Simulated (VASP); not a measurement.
# PtS2 (P-3m1) in VASP: further runs

PtS2 is run at these levels: PBEsol; tasks: dielectric tensor, vibrations by perturbation theory.

All numbers are computed with VASP 6.6.1; they aren't measurements. Logs are shortened: lines on timing, memory, paths and dates and some standing lists are left out, and cuts for length are marked.

### 1 The cell of the first run

The structure is trigonal, space group P-3m1 (No. 164). The conventional cell has a = 3.543 Å, b = 3.543 Å, c = 5.039 Å, α = 90.00°, β = 90.00°, γ = 120.00°. Pt (site symmetry -3m) has 6 S at 2.34 Å within 3.1 Å. Within 3.1 Å of S (site symmetry 3m) lie 3 Pt at 2.34 Å and 3 S at 3.07 Å.

### 2 Dielectric tensor, PBEsol

Contents of INCAR:

```
  PREC = Accurate
  ENCUT = 520
  EDIFF = 1E-8
  ISMEAR = 0
  SIGMA = 0.01
  LREAL = F
  LASPH = T
  NELM = 60
  ALGO = Normal
  ISIF = 2
  LWAVE = F
  LCHARG = F
  GGA = PS
  LEPSILON = T
```

Contents of KPOINTS:

```
regular mesh
0
Gamma
  9 9 5
```

Contents of POSCAR:

```
PtS2
1.0
    3.5432000000      0.0000000000      0.0000000000
   -1.7716000000      3.0685012107      0.0000000000
    0.0000000000      0.0000000000      5.0388000000
Pt S
1 2
Direct
    0.0000000000      0.0000000000      0.0000000000
    0.6666666667      0.3333333333      0.7730000000
    0.3333333333      0.6666666667      0.2270000000
```

Potentials or basis: VASP PAW PBE potentials, release 64 (Pt, S).

The run is started by

```
> cat potpaw_PBE.64/Pt/POTCAR potpaw_PBE.64/S/POTCAR > POTCAR
> mpirun -np 1 vasp_std > vasp.out
```

OUTCAR:

```text
PREC = Accurate
   ENCUT = 520
   EDIFF = 1E-8
   ISMEAR = 0
   LREAL = F
   LASPH = T
   NELM = 60
   ISIF = 2
   GGA = PS
   LEPSILON = T

 ion  position               nearest neighbor table
   1  0.000  0.000  0.000-   2 2.34   3 2.34   2 2.34   3 2.34   2 2.34   3 2.34
   2  0.667  0.333  0.773-   1 2.34   1 2.34   1 2.34
   3  0.333  0.667  0.227-   1 2.34   1 2.34   1 2.34

  LATTYP: Found a hexagonal cell.
 ALAT       =     3.5432000000
 C/A-ratio  =     1.4221043125

  Lattice vectors:

 A1 = (   3.5432000000,   0.0000000000,   0.0000000000)
 A2 = (  -1.7716000000,   3.0685012107,   0.0000000000)
 A3 = (   0.0000000000,   0.0000000000,   5.0388000000)

Analysis of symmetry for initial positions (statically):
=====================================================================
 Subroutine PRICEL returns:
 Original cell was already a primitive cell.

 Routine SETGRP: Setting up the symmetry group for a
 hexagonal supercell.

 Subroutine GETGRP returns: Found 12 space group operations
 (whereof 12 operations were pure point group operations)
 out of a pool of 24 trial point group operations.

The static configuration has the point symmetry D_3d.

Analysis of symmetry for dynamics (positions and initial velocities):
=====================================================================
 Subroutine PRICEL returns:
 Original cell was already a primitive cell.

 Routine SETGRP: Setting up the symmetry group for a
 hexagonal supercell.

 Subroutine GETGRP returns: Found 12 space group operations
 (whereof 12 operations were pure point group operations)
 out of a pool of 24 trial point group operations.

The dynamic configuration has the point symmetry D_3d.

 Subroutine INISYM returns: Found 12 space group operations
 (whereof 12 operations are pure point group operations),
 and found     1 'primitive' translations

----------------------------------------------------------------------------------------

                                     Primitive cell

  volume of cell :      54.7834

  direct lattice vectors                    reciprocal lattice vectors
     3.543200000  0.000000000  0.000000000     0.282230752  0.162946001  0.000000000
    -1.771600000  3.068501211  0.000000000     0.000000000  0.325892001  0.000000000
     0.000000000  0.000000000  5.038800000     0.000000000  0.000000000  0.198459951

  length of vectors
     3.543200000  3.543200000  5.038800000     0.325892001  0.325892001  0.198459951

  position of ions in fractional coordinates (direct lattice)
     0.000000000  0.000000000  0.000000000
     0.666666667  0.333333333  0.773000000
     0.333333333  0.666666667  0.227000000

  ion indices of the primitive-cell ions
   primitive index   ion index
                 1           1
                 2           2
                 3           3

----------------------------------------------------------------------------------------

 KPOINTS: regular mesh

Automatic generation of k-mesh.
 Grid dimensions read from file:
 generate k-points for:    9    9    5

 Generating k-lattice:

  Cartesian coordinates                     Fractional coordinates (reciprocal lattice)
     0.031358972  0.018105111  0.000000000     0.111111111  0.000000000  0.000000000
     0.000000000  0.036210222  0.000000000     0.000000000  0.111111111  0.000000000
     0.000000000  0.000000000  0.039691990     0.000000000  0.000000000  0.200000000

  Length of vectors
     0.036210222  0.036210222  0.039691990

  Shift w.r.t. Gamma in fractional coordinates (k-lattice)
     0.000000000  0.000000000  0.000000000

 Subroutine IBZKPT returns following result:
 ===========================================

 Found     50 irreducible k-points:

 Following reciprocal coordinates:
            Coordinates               Weight
  0.000000  0.000000  0.000000      1.000000
  0.111111 -0.000000  0.000000      6.000000
  0.222222  0.000000  0.000000      6.000000
  0.333333  0.000000  0.000000      6.000000
  0.444444  0.000000  0.000000      6.000000
  0.111111  0.111111  0.000000      6.000000
[... 16 lines left out ...]
  0.222222  0.111111  0.200000     12.000000
 -0.111111  0.333333  0.200000     12.000000
 [... further k-points ...]
   k-points           NKPTS =     50   k-points in BZ     NKDIM =     50   number of bands    NBANDS=     15
   number of dos      NEDOS =    301   number of ions     NIONS =      3
   total plane-waves  NPLWV =  31360
   dimension x,y,z NGX =    28 NGY =   28 NGZ =   40
   dimension x,y,z NGXF=    56 NGYF=   56 NGZF=   80
   ions per type =               1   2
   NGX,Y,Z   is equivalent  to a cutoff of  13.14, 13.14, 13.20 a.u.
   NGXF,Y,Z  is equivalent  to a cutoff of  26.28, 26.28, 26.39 a.u.
[... 17 lines left out ...]
   ISYM   =      2    0-nonsym 1-usesym 2-fastsym
   POTIM  = 0.5000    time-step for ionic-motion
   TEBEG  =    0.0;   TEEND  =   0.0 temperature during run
   PSTRESS=    0.0 pullay stress
   NELECT =      22.0000    total number of electrons
   NUPDOWN=      -1.0000    fix difference up-down
   EMIN   =  10.00;   EMAX   =-10.00  energy-range for DOS
   EFERMI =   0.00;   METHOD = LEGACY
   ISMEAR =     0;   SIGMA  =   0.01  broadening in eV -4-tet -1-fermi 0-gaus
   EFERMI_NEDOS =   21; number of points for ismear=-14 and -15
   IALGO  =     38    algorithm
   IMIX   =      4    mixing-type and parameters
     AMIX     =   0.40;   BMIX     =  1.00
     AMIX_MAG =   1.60;   BMIX_MAG =  1.00
  volume/ion in A,a.u.               =      18.26       123.23
  Fermi-wavevector in a.u.,A,eV,Ry     =   1.207812  2.282434 19.848315  1.458810
  Thomas-Fermi vector in A             =   2.343439
   LORBIT       =      0    0 simple, 1 ext, 2 COOP (PROOUT), +10 PAW based schemes
   GGA     = PS    functional components
   LHFCALC =     F    Hartree Fock is set to
   AEXX    =    0.0000 exact exchange contribution
   IVDW    =     0    specifies the selected vdW correction
   LEPSILON=     T    determine dielectric tensor
   LRPA    =     F    only Hartree local field effects (RPA)
 non-spin polarized calculation
 Gauss-broadening in eV      SIGMA  =   0.01
  energy-cutoff  :      520.00
  volume of cell :       54.78
 maximum number of plane-waves:      1507
 NGX is ok and might be reduce to    28
   NGX = 13   NGY = 13   NGZ = 19

--------------------------------------- Ionic step        1  -------------------------------------------

 number of electron      22.0000000 magnetization

 E-fermi :   6.7486     XC(G=0): -10.7676

 val. band max:        6.6682024134   @ k =   0.0000   0.2222   0.2000
 cond. band min:       7.6320909084   @ k =   0.0000   0.3333   0.2000
 fundamental gap:      0.9638884950
 Fermi energy:         6.7486368844

 k-point     1 :       0.0000    0.0000    0.0000
  band No.  band energies     occupation
      1      -8.9286      2.00000
      2      -5.6391      2.00000
      3      -0.4246      2.00000
      4      -0.4246      2.00000
      5      -0.3124      2.00000
      6       2.6506      2.00000
      7       2.6506      2.00000
      8       4.8465      2.00000
      9       5.5178      2.00000
     10       5.5178      2.00000
     11       6.5319      2.00000
     12       9.1028      0.00000
     13       9.1028      0.00000
     14      11.3174      0.00000
[... 401 lines left out ...]
      2      -6.2657      2.00000
      3      -0.1861      2.00000
      4       0.1071      2.00000
      5       0.9417      2.00000
      6       1.3886      2.00000
      7       2.1280      2.00000
      8       3.4993      2.00000
      9       4.8653      2.00000
     10       5.0754      2.00000
     11       6.3438      2.00000
     12       7.6603      0.00000
     13       8.5539      0.00000
     14      12.2852      0.00000
     15      14.1270      0.00000

 [... further k-points ...]

  FORCE on cell =-STRESS in cart. coord.  units (eV):
  Direction    XX          YY          ZZ          XY          YZ          ZX
  --------------------------------------------------------------------------------------
  -------------------------------------------------------------------------------------
  Total        2.1499366      2.1499366      1.9461415      0.0000000      0.0000000      0.0000000
  in kB       62.8763248     62.8763248     56.9162026      0.0000000      0.0000000      0.0000000
  external PRESSURE =      60.8896174 kB  Pullay stress =       0.0000000 kB

 VOLUME and BASIS-vectors are now :
 -----------------------------------------------------------------------------
  energy-cutoff  :      520.00
  volume of cell :       54.78
      direct lattice vectors                 reciprocal lattice vectors
     3.543200000  0.000000000  0.000000000     0.282230752  0.162946001  0.000000000
    -1.771600000  3.068501211  0.000000000     0.000000000  0.325892001  0.000000000
     0.000000000  0.000000000  5.038800000     0.000000000  0.000000000  0.198459951

 POSITION                                       TOTAL-FORCE (eV/Angst)
 -----------------------------------------------------------------------------------
      0.00000      0.00000      0.00000        -0.000000      0.000000     -0.000000
      1.77160      1.02283      3.89499         0.000000      0.000000     -0.929963
     -0.00000      2.04567      1.14381         0.000000     -0.000000      0.929963
 -----------------------------------------------------------------------------------
    total drift:                                0.000000     -0.000000      0.000000

  FREE ENERGIE OF THE ION-ELECTRON SYSTEM (eV)
  ---------------------------------------------------
  free  energy   TOTEN  =       -16.9312648861 eV

  energy  without entropy=      -16.9312648861  energy(sigma->0) =      -16.93126489

 HEAD OF MICROSCOPIC STATIC DIELECTRIC TENSOR (INDEPENDENT PARTICLE, excluding Hartree and local field effects)
 ------------------------------------------------------
          20.248107     0.000000     0.000000
           0.000000    20.248107    -0.000000
           0.000000     0.000000    13.277156
 ------------------------------------------------------

 Free energy of the ion-electron system (eV)
  ---------------------------------------------------
  ---------------------------------------------------
  free energy    TOTEN  =        -2.89672800 eV

  energy without entropy =       -2.89672800

------------------------ aborting loop because EDIFF is reached ----------------------------------------

--------------------------------------- Ionic step        2  -------------------------------------------

------------------------ aborting loop because EDIFF is reached ----------------------------------------

--------------------------------------- Ionic step        3  -------------------------------------------

 Free energy of the ion-electron system (eV)
  ---------------------------------------------------
  ---------------------------------------------------
  free energy    TOTEN  =        -1.47520259 eV

  energy without entropy =       -1.47520259

------------------------ aborting loop because EDIFF is reached ----------------------------------------

 PIEZOELECTRIC TENSOR FIELD DIRECTION 3  (e Angst)
 -----------------------------------------------------------------------------
     0.00496 -0.00000  0.00000           (  0.00009  0.00000  0.00000)
    -0.00000  0.00496  0.00000           ( -0.00000  0.00009  0.00000)
    -0.00000  0.00000 -0.02083           (  0.00000  0.00000  0.00001)

 PIEZOELECTRIC TENSOR FIELD DIRECTION 3  (C/m^2)
 -----------------------------------------------------------------------------
     0.00145 -0.00000  0.00000
    -0.00000  0.00145  0.00000
    -0.00000  0.00000 -0.00609

 MACROSCOPIC STATIC DIELECTRIC TENSOR (including local field effects in DFT)
 ------------------------------------------------------
          18.867846     0.000000     0.000000
           0.000000    18.867846     0.000000
           0.000000    -0.000000    10.367402
 ------------------------------------------------------

 PIEZOELECTRIC TENSOR (including local field effects)  for field in x, y, z        (e  Angst)
          XX          YY          ZZ          XY          YZ          ZX
  --------------------------------------------------------------------------------
  x     0.00000     0.00000     0.00000     0.00000     0.00000     0.00000
  y     0.00000     0.00000     0.00000     0.00000     0.00000     0.00000
  z     0.00000     0.00000     0.00000     0.00000     0.00000     0.00000

 PIEZOELECTRIC TENSOR (including local field effects)  for field in x, y, z        (C/m^2)
          XX          YY          ZZ          XY          YZ          ZX
  --------------------------------------------------------------------------------
  x     0.00000     0.00000     0.00000     0.00000     0.00000     0.00000
  y     0.00000     0.00000     0.00000     0.00000     0.00000     0.00000
  z     0.00000     0.00000     0.00000     0.00000     0.00000     0.00000

 BORN EFFECTIVE CHARGES (including local field effects) (in |e|, cummulative output)
 ---------------------------------------------------------------------------------
 ion    1
    1     2.86932     0.00000     0.00000
    2     0.00000     2.86932     0.00000
    3     0.00000    -0.00000    -0.64734
 ion    2
    1    -1.43466     0.00000     0.00000
    2     0.00000    -1.43466     0.00000
    3     0.00000    -0.00000     0.32367
 ion    3
    1    -1.43466     0.00000     0.00000
    2     0.00000    -1.43466     0.00000
    3     0.00000    -0.00000     0.32367
```

It took 4.1 min on 1 thread of Intel Xeon 6975P-C (Granite Rapids), shared host; peak memory 0.39 GiB.

What came out:

| Item | Value |
| --- | --- |
| Band gap on the k mesh | 0.96 eV (least direct gap 1.00 eV) |
| Electronic dielectric tensor (diagonal) | 18.87, 18.87, 10.37 |
| Born charges (mean of the diagonal) | Pt +1.70; S -0.85 e |

Electronic dielectric tensor:
```
18.87  0.00  0.00
 0.00 18.87  0.00
 0.00  0.00 10.37
```

Born effective charge tensors (e):
atom 1, Pt
```
 2.87  0.00  0.00
 0.00  2.87  0.00
 0.00  0.00 -0.65
```
atom 2, S
```
-1.43  0.00  0.00
 0.00 -1.43  0.00
 0.00  0.00  0.32
```
atom 3, S
```
-1.43  0.00  0.00
 0.00 -1.43  0.00
 0.00  0.00  0.32
```

Caveat: the PAW data sets were made with another functional, which shifts forces and pressure a little; spin-orbit coupling is left out, which moves the levels of the heavy elements.

(Part 1 of 2 ends here.)
